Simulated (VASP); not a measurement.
# SiC (Cmc2_1) in VASP: notebook

SiC is run at these levels: PBE; tasks: electric field gradients.

Everything below comes from runs of VASP 6.6.1. Logs are shortened: lines on timing, memory, paths and dates and some standing lists are left out, and cuts for length are marked.

### 1 The cell of the first run

The typed cell holds 12 atoms: a = 3.120 Å, b = 3.120 Å, c = 15.321 Å, α = 90.00°, β = 90.00°, γ = 120.04°.

### 2 Electric field gradients, PBE (10.76 Å³/atom)

The input, INCAR:

```
PREC     = Accurate       # precision mode
ENCUT    = 520            # plane-wave cutoff, eV
EDIFF    = 1E-8           # SCF threshold, eV
ISMEAR   = -1             # smearing method
SIGMA    = 0.02           # smearing width, eV
LREAL    = F              # projectors in reciprocal space
LASPH    = T              # aspherical terms in the spheres
NELM     = 80             # most SCF steps
ALGO     = Normal         # electronic algorithm
ISIF     = 2              # what is computed and relaxed
LWAVE    = F              # write WAVECAR
LCHARG   = F              # write CHGCAR
GGA      = PE             # functional
LEFG     = T            
NBANDS   = 36             # bands
```

The input, KPOINTS:

```
regular mesh
0
Gamma
  10 10 2
```

The input, POSCAR:

```
SiC
1.0
    1.5591510065     -2.7026027097      0.0000000000
    1.5591510065      2.7026027097      0.0000000000
    0.0000000000      0.0000000000     15.3208951886
Si C
6 6
Direct
    0.1666620609      0.8333379391      0.8577214520
    0.8333379391      0.1666620609      0.3577214520
    0.5001149274      0.4998850726      0.5245066742
    0.4998850726      0.5001149274      0.0245066742
    0.8334420063      0.1665579937      0.6912249934
    0.1665579937      0.8334420063      0.1912249934
    0.5001800044      0.4998199956      0.6498136388
    0.4998199956      0.5001800044      0.1498136388
    0.1666200921      0.8333799079      0.9826819951
    0.8333799079      0.1666200921      0.4826819951
    0.8333969726      0.1666030274      0.8161912464
    0.1666030274      0.8333969726      0.3161912464
```

Potentials or basis: VASP PAW PBE potentials, release 64 (Si, C).

Command:

```
> cat potpaw_PBE.64/Si/POTCAR potpaw_PBE.64/C/POTCAR > POTCAR
> mpirun -np 1 vasp_std > vasp.out
```

OUTCAR:

```text
PREC = Accurate
   ENCUT = 520
   EDIFF = 1E-8
   ISMEAR = -1
   LREAL = F
   LASPH = T
   NELM = 80
   ISIF = 2
   GGA = PE

 ion  position               nearest neighbor table
   1  0.167  0.833  0.858-  11 1.91  11 1.91  11 1.91   9 1.91   5 3.12   5 3.12   5 3.12   4 3.13
                             4 3.13   4 3.13
   2  0.833  0.167  0.358-  12 1.91  12 1.91  12 1.91  10 1.91   6 3.12   6 3.12   6 3.12   3 3.13
                             3 3.13   3 3.13
   3  0.500  0.500  0.525-  10 1.91  10 1.91  10 1.91   7 1.92   5 3.13   5 3.13   5 3.13   2 3.13
                             2 3.13   2 3.13
   4  0.500  0.500  0.025-   9 1.91   9 1.91   9 1.91   8 1.92   6 3.13   6 3.13   6 3.13   1 3.13
                             1 3.13   1 3.13
   5  0.833  0.167  0.691-   7 1.91   7 1.91   7 1.91  11 1.91   1 3.12   1 3.12   1 3.12   3 3.13
                             3 3.13   3 3.13
   6  0.167  0.833  0.191-   8 1.91   8 1.91   8 1.91  12 1.91   2 3.12   2 3.12   2 3.12   4 3.13
                             4 3.13   4 3.13
   7  0.500  0.500  0.650-   5 1.91   5 1.91   5 1.91   3 1.92
   8  0.500  0.500  0.150-   6 1.91   6 1.91   6 1.91   4 1.92
   9  0.167  0.833  0.983-   4 1.91   4 1.91   4 1.91   1 1.91
  10  0.833  0.167  0.483-   3 1.91   3 1.91   3 1.91   2 1.91
  11  0.833  0.167  0.816-   1 1.91   1 1.91   1 1.91   5 1.91
  12  0.167  0.833  0.316-   2 1.91   2 1.91   2 1.91   6 1.91

  LATTYP: Found a base centered orthorhombic cell.
 ALAT       =     3.1183020130
 B/A-ratio  =     1.7333809865
 C/A-ratio  =     4.9132172332

  Lattice vectors:

 A1 = (   1.5591510065,  -2.7026027097,   0.0000000000)
 A2 = (   1.5591510065,   2.7026027097,   0.0000000000)
 A3 = (   0.0000000000,   0.0000000000,  15.3208951886)

Analysis of symmetry for initial positions (statically):
=====================================================================
 Subroutine PRICEL returns:
 Original cell was already a primitive cell.

 Routine SETGRP: Setting up the symmetry group for a
 base centered orthorhombic supercell.

 Subroutine GETGRP returns: Found  4 space group operations
 (whereof  2 operations were pure point group operations)
 out of a pool of  8 trial point group operations.

The static configuration has the point symmetry C_1h.
 The point group associated with its full space group is C_2v.

Analysis of symmetry for dynamics (positions and initial velocities):
=====================================================================
 Subroutine PRICEL returns:
 Original cell was already a primitive cell.

 Routine SETGRP: Setting up the symmetry group for a
 base centered orthorhombic supercell.

 Subroutine GETGRP returns: Found  4 space group operations
 (whereof  2 operations were pure point group operations)
 out of a pool of  8 trial point group operations.

The dynamic configuration has the point symmetry C_1h.
 The point group associated with its full space group is C_2v.

 Subroutine INISYM returns: Found  4 space group operations
 (whereof  2 operations are pure point group operations),
 and found     1 'primitive' translations

----------------------------------------------------------------------------------------

                                     Primitive cell

  volume of cell :     129.1173

  direct lattice vectors                    reciprocal lattice vectors
     1.559151007 -2.702602710  0.000000000     0.320687347 -0.185006845  0.000000000
     1.559151007  2.702602710  0.000000000     0.320687347  0.185006845  0.000000000
     0.000000000  0.000000000 15.320895189     0.000000000  0.000000000  0.065270338

  length of vectors
     3.120098279  3.120098279 15.320895189     0.370226832  0.370226832  0.065270338

  position of ions in fractional coordinates (direct lattice)
     0.166662061  0.833337939  0.857721452
     0.833337939  0.166662061  0.357721452
     0.500114927  0.499885073  0.524506674
     0.499885073  0.500114927  0.024506674
     0.833442006  0.166557994  0.691224993
     0.166557994  0.833442006  0.191224993
     0.500180004  0.499819996  0.649813639
     0.499819996  0.500180004  0.149813639
     0.166620092  0.833379908  0.982681995
     0.833379908  0.166620092  0.482681995
     0.833396973  0.166603027  0.816191246
[... 116 lines left out ...]
   IVDW    =     0    specifies the selected vdW correction
   LEPSILON=     F    determine dielectric tensor
   LRPA    =     F    only Hartree local field effects (RPA)
 non-spin polarized calculation
  energy-cutoff  :      520.00
  volume of cell :      129.12
 maximum number of plane-waves:      3502
   NGX = 11   NGY = 11   NGZ = 57

 number of electron      48.0000001 magnetization

 Free energy of the ion-electron system (eV)
  ---------------------------------------------------
  ext. energy  EPLUGINS =         0.00000000
  ---------------------------------------------------
  free energy    TOTEN  =       -90.32349424 eV

  energy without entropy =      -90.32349424  energy(sigma->0) =      -90.32349424

 E-fermi :   8.1438     XC(G=0): -11.1840

 val. band max:        7.7230604505   @ k =   0.0000   0.0000   0.0000
 cond. band min:       9.7494322829   @ k =   0.5000   0.0000   0.0000
 fundamental gap:      2.0263718324
 Fermi energy:         8.1438047047

 k-point     1 :       0.0000    0.0000    0.0000
  band No.  band energies     occupation
      1      -7.4327      2.00000
      2      -6.9274      2.00000
      3      -6.8946      2.00000
      4      -5.4527      2.00000
      5      -5.4261      2.00000
      6      -4.0166      2.00000
[... 925 lines left out ...]
     35      16.2899      0.00000
     36      16.6525      0.00000

 [... further k-points ...]

------------------------ aborting loop because EDIFF is reached ----------------------------------------

  FORCE on cell =-STRESS in cart. coord.  units (eV):
  Direction    XX          YY          ZZ          XY          YZ          ZX
  --------------------------------------------------------------------------------------
  -------------------------------------------------------------------------------------
  Total       -3.8375309     -4.0634398     -4.2492858      0.0000000      0.0000000      0.0000000
  in kB      -47.6187446    -50.4219789    -52.7280854      0.0000000      0.0000000      0.0000000
  external PRESSURE =     -50.2562696 kB  Pullay stress =       0.0000000 kB

 VOLUME and BASIS-vectors are now :
 -----------------------------------------------------------------------------
  energy-cutoff  :      520.00
  volume of cell :      129.12
      direct lattice vectors                 reciprocal lattice vectors
     1.559151007 -2.702602710  0.000000000     0.320687347 -0.185006845  0.000000000
     1.559151007  2.702602710  0.000000000     0.320687347  0.185006845  0.000000000
     0.000000000  0.000000000 15.320895189     0.000000000  0.000000000  0.065270338

 POSITION                                       TOTAL-FORCE (eV/Angst)
 -----------------------------------------------------------------------------------
      1.55915      1.80176     13.14106         0.000000     -0.000717      0.000565
      1.55915     -1.80176      5.48061         0.000000      0.000717      0.000565
      1.55915     -0.00062      8.03591         0.000000      0.000559     -0.013641
      1.55915      0.00062      0.37546         0.000000     -0.000559     -0.013641
      1.55915     -1.80232     10.59019         0.000000     -0.000720      0.002839
      1.55915      1.80232      2.92974         0.000000      0.000720      0.002839
      1.55915     -0.00097      9.95573         0.000000      0.000819      0.007974
      1.55915      0.00097      2.29528         0.000000     -0.000819      0.007974
      1.55915      1.80199     15.05557         0.000000      0.000765      0.001391
      1.55915     -1.80199      7.39512         0.000000     -0.000765      0.001391
      1.55915     -1.80208     12.50478         0.000000      0.000683      0.000873
      1.55915      1.80208      4.84433         0.000000     -0.000683      0.000873
 -----------------------------------------------------------------------------------
    total drift:                                0.000000     -0.000000      0.000256

  FREE ENERGIE OF THE ION-ELECTRON SYSTEM (eV)
  ---------------------------------------------------
  free  energy   TOTEN  =       -90.3234942358 eV

  energy  without entropy=      -90.3234942358  energy(sigma->0) =      -90.32349424

 Electric field gradients (V/A^2)
---------------------------------------------------------------------
 ion       V_xx      V_yy      V_zz      V_xy      V_xz      V_yz
---------------------------------------------------------------------
   1      -1.066    -1.022     2.088    -0.000    -0.000    -0.081
   2      -1.066    -1.022     2.088     0.000    -0.000     0.081
   3       0.175     0.217    -0.393    -0.000    -0.000     0.081
   4       0.175     0.217    -0.393    -0.000    -0.000    -0.081
   5      -1.309    -1.267     2.576    -0.000    -0.000    -0.078
   6      -1.309    -1.267     2.576     0.000     0.000     0.078
   7      -1.114    -0.981     2.095     0.000     0.000    -0.002
   8      -1.114    -0.981     2.095    -0.000     0.000     0.002
   9      -0.388    -0.258     0.646     0.000     0.000    -0.005
  10      -0.388    -0.258     0.646    -0.000    -0.000     0.005
  11      -0.223    -0.095     0.318     0.000     0.000    -0.005
  12      -0.223    -0.095     0.318    -0.000    -0.000     0.005
---------------------------------------------------------------------

 Electric field gradients after diagonalization (V/A^2)
 (convention: |V_zz| > |V_xx| > |V_yy|)
----------------------------------------------------------------------
 ion       V_xx      V_yy      V_zz     asymmetry (V_yy - V_xx)/ V_zz
----------------------------------------------------------------------
   1      -1.066    -1.024     2.090       0.020
   2      -1.066    -1.024     2.090       0.020
   3       0.228     0.175    -0.403       0.131
   4       0.228     0.175    -0.403       0.131
   5      -1.309    -1.269     2.578       0.016
   6      -1.309    -1.269     2.578       0.016
   7      -1.114    -0.981     2.095       0.063
   8      -1.114    -0.981     2.095       0.063
   9      -0.388    -0.258     0.646       0.200
  10      -0.388    -0.258     0.646       0.200
  11      -0.223    -0.095     0.318       0.404
  12      -0.223    -0.095     0.318       0.404
----------------------------------------------------------------------

           NMR quadrupolar parameters

 Cq : quadrupolar parameter    Cq=e*Q*V_zz/h
 eta: asymmetry parameters     (V_yy - V_xx)/ V_zz
 Q  : nuclear electric quadrupole moment in mb (millibarn)
----------------------------------------------------------------------
 ion       Cq(MHz)       eta       Q (mb)
----------------------------------------------------------------------
   1       0.005       0.020       1.000
   2       0.005       0.020       1.000
   3      -0.001       0.131       1.000
   4      -0.001       0.131       1.000
   5       0.006       0.016       1.000
   6       0.006       0.016       1.000
   7       0.005       0.063       1.000
   8       0.005       0.063       1.000
   9       0.002       0.200       1.000
  10       0.002       0.200       1.000
  11       0.001       0.404       1.000
  12       0.001       0.404       1.000
----------------------------------------------------------------------
```

Run time: 6.7 min. Hardware: 1 thread of Intel Xeon Platinum 8259CL at 2.50GHz (Skylake/Cascade Lake), shared host; peak memory 0.37 GiB.

Results:

- Free energy: -90.3235 eV
- Pressure: -5.0 GPa
- Largest force: 0.014 eV/Å
- Band gap on the k mesh: 2.03 eV (least direct gap 3.12 eV)
- Largest electric field gradient by atom: Si +2.1, -0.4, +2.6 (each value once); C +2.1, +0.6, +0.3 (each value once) V/Å²

Forces on the atoms (eV/Å):
```
Si   0.000 -0.001  0.001
Si   0.000  0.001  0.001
Si   0.000  0.001 -0.014
Si   0.000 -0.001 -0.014
Si   0.000 -0.001  0.003
Si   0.000  0.001  0.003
C    0.000  0.001  0.008
C    0.000 -0.001  0.008
C    0.000  0.001  0.001
C    0.000 -0.001  0.001
C    0.000  0.001  0.001
C    0.000 -0.001  0.001
```

Electric field gradients, principal values (V/Å²):
| atom | least | middle | greatest (by size) |
| --- | --- | --- | --- |
| 1 Si | -1.024 | -1.066 | 2.090 |
| 2 Si | -1.024 | -1.066 | 2.090 |
| 3 Si | 0.175 | 0.228 | -0.403 |
| 4 Si | 0.175 | 0.228 | -0.403 |
| 5 Si | -1.269 | -1.309 | 2.578 |
| 6 Si | -1.269 | -1.309 | 2.578 |
| 7 C | -0.981 | -1.114 | 2.095 |
| 8 C | -0.981 | -1.114 | 2.095 |
| 9 C | -0.258 | -0.388 | 0.646 |
| 10 C | -0.258 | -0.388 | 0.646 |
| 11 C | -0.095 | -0.223 | 0.318 |
| 12 C | -0.095 | -0.223 | 0.318 |

Caveat: the cell stands under tension; without QUAD_EFG the Cq values of the log hold for a quadrupole moment of 1 mb, not for the nuclei. A k mesh can miss the band edges.

(Part 1 of 2 ends here.)
